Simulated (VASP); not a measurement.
Here is a VASP 6.6.1 calculation.

File INCAR:

```
SYSTEM = Ca2SiN2
  ALGO = Normal
  EDIFF = 1E-6
  ENCUT = 600
  GGA = PE
  GGA_COMPAT = .FALSE.
  ISIF = 2
  ISMEAR = 0
  LASPH = .TRUE.
  LCHARG = .FALSE.
  LREAL = .FALSE.
  LWAVE = .FALSE.
  NBANDS = 45
  NELM = 120
  PREC = Accurate
  SIGMA = 0.1
```

Contents of KPOINTS:

```
k-points
0
G
  6 6 12
  0 0 0
```

POSCAR

```
Ca2SiN2
1.0
    6.2120634618      0.0000000000      0.0000000000
    0.0000000000      6.2120634618      0.0000000000
    0.0000000000      0.0000000000      3.4607352228
Ca Si N
4 2 4
Direct
    0.6468712541      0.1468712541      0.5000000000
    0.3531287459      0.8531287459      0.5000000000
    0.1468712541      0.3531287459      0.5000000000
    0.8531287459      0.6468712541      0.5000000000
    0.0000000000      0.0000000000      0.0000000000
    0.5000000000      0.5000000000      0.0000000000
    0.1777286496      0.6777286496      0.0000000000
    0.8222713504      0.3222713504      0.0000000000
    0.6777286496      0.8222713504      0.0000000000
    0.3222713504      0.1777286496      0.0000000000
```

Potentials or basis: VASP PAW PBE potentials, release 64 (Ca_sv, Si, N).

The run is started by

```sh
$ cat potpaw_PBE.64/Ca_sv/POTCAR potpaw_PBE.64/Si/POTCAR potpaw_PBE.64/N/POTCAR > POTCAR
$ mpirun -np 1 vasp_std > vasp.out
```

Question: Estimate the largest force.

Answer: 0.025 eV/Å.

Question: Predict the band gap on the k mesh.

Answer: Zero (bands 34 and 35 overlap by 1.50 eV).

Question: Estimate the pressure.

Answer: 0.5 GPa.

Forces on the atoms (eV/Å):
```
Ca  -0.003 -0.003  0.000
Ca   0.003  0.003  0.000
Ca  -0.003  0.003  0.000
Ca   0.003 -0.003  0.000
Si   0.000  0.000  0.000
Si   0.000  0.000  0.000
N   -0.017 -0.017  0.000
N    0.017  0.017  0.000
N   -0.017  0.017  0.000
N    0.017 -0.017  0.000
```
